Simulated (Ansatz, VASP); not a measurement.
## ZrS in VASP and in Ansatz

```
Zr S
1.0
     0.00000    2.70375    2.62500
     2.54625    0.00000    2.62500
     2.54625    2.70375    0.00000
Zr S
1 1
Direct
  0.00000 0.00000 0.00000
  0.50000 0.50000 0.50000
```

Change from the starting cell: strain -0.0300 x Voigt [1, -1, 0, 0, 0, 0], atoms carried along.

Alike in both runs: task single point; functional r2SCAN; k mesh 16 × 16 × 16; occupations gaussian, width 0.15 eV; no spin polarisation.

```csv
,VASP,Ansatz
version,VASP 6.6.1,Ansatz 0.2.0
potentials or method,"VASP PAW PBE potentials, release 64 (Zr_sv, S), cutoff 520 eV","scalar-relativistic, plane waves, PAW"
valence electrons in the cell,18,18
```

```csv
,VASP,Ansatz,Ansatz less VASP
gap on the k mesh at the Fermi level (eV),none,none,-
pressure (GPa),-0.9,-0.9,+0.01
"traceless stress, the component that is largest in VASP (GPa)",8.68,8.65,-0.024
```

VASP's potentials were made for PBE, not for r2SCAN. A gap of «none» marks a metal or a gap that the smearing closes. The functional is the same, so the differences come from potentials, cutoffs and numerics.
